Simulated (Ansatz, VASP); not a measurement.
# One calculation of Te, two programs

INCAR

```
SYSTEM = Te
PREC = Accurate ; ENCUT = 520
EDIFF = 1E-8 ; ISMEAR = -1
SIGMA = 0.05 ; LREAL = .FALSE.
LASPH = .TRUE. ; NELM = 100
ALGO = Normal ; ISIF = 2
LWAVE = .FALSE. ; LCHARG = .FALSE.
GGA = PE ; LEFG = .TRUE.
NBANDS = 16
```

The input KPOINTS:

```
Automatic mesh
0
G
  8 8 8
  0 0 0
```

File POSCAR:

```
Te
1.0
    4.2103880000     -2.3288590000      0.0186290000
    4.2578120000      2.4135410000      0.0660530000
   -0.0908765000      0.0382690000      3.9560455000
Te
3
Direct
    0.6760000000      0.6760000000      0.6750000000
    0.3240000000      0.3240000000      0.3250000000
    0.0000000000      0.0000000000      0.0000000000
```

Input for Ansatz:

```yaml
crystal:
  lattice:
    - [4.210388, -2.328859, 0.018629]
    - [4.257812, 2.413541, 0.066053]
    - [-0.0908765, 0.038269, 3.9560455]
  atoms:
    - { symbol: Te, position: [0.676, 0.676, 0.675] }
    - { symbol: Te, position: [0.324, 0.324, 0.325] }
    - { symbol: Te, position: [0.0, 0.0, 0.0] }
kpoints:
  mp_grid: { grid: [8, 8, 8] }
scf:
  occupations: { method: fermi_dirac, width: 0.05 }
hamiltonian:
  xc: pbe
  pseudopotentials: { kind: all_electron, datasets: crystal }
output:
  forces: true
  stress: true
  eigenvalues: true
  efg: { contact_densities: true }
```

Change from the starting cell: equal xy, yz and zx shear strains of +2 %, crystal datasets.

Alike in both runs: task electric field gradients; functional PBE; k mesh 8 × 8 × 8; occupations fermi-dirac, width 0.05 eV; no spin polarisation.

|  | VASP | Ansatz |
| --- | --- | --- |
| version | VASP 6.6.1 | Ansatz 0.2.0 |
| potentials or method | VASP PAW PBE potentials, release 64 (Te), cutoff 520 eV | all-electron PAW with datasets made for the crystal, scalar-relativistic |

```csv
,VASP,Ansatz,Ansatz less VASP
pressure (GPa),9.4,9.5,+0.07
"traceless stress, the component that is largest in VASP (GPa)",-0.69,-0.70,-0.009
rms of the force components (eV/Å),0.221,0.219,-0.0016
size of Vzz on the site where it differs most (V/Å²),312.6,324.2,+11.57
```

Atom by atom the forces differ by 0.002 eV/Å (rms over components). Ansatz ran all-electron here, and VASP with PAW potentials.

Spin-orbit coupling is off throughout.
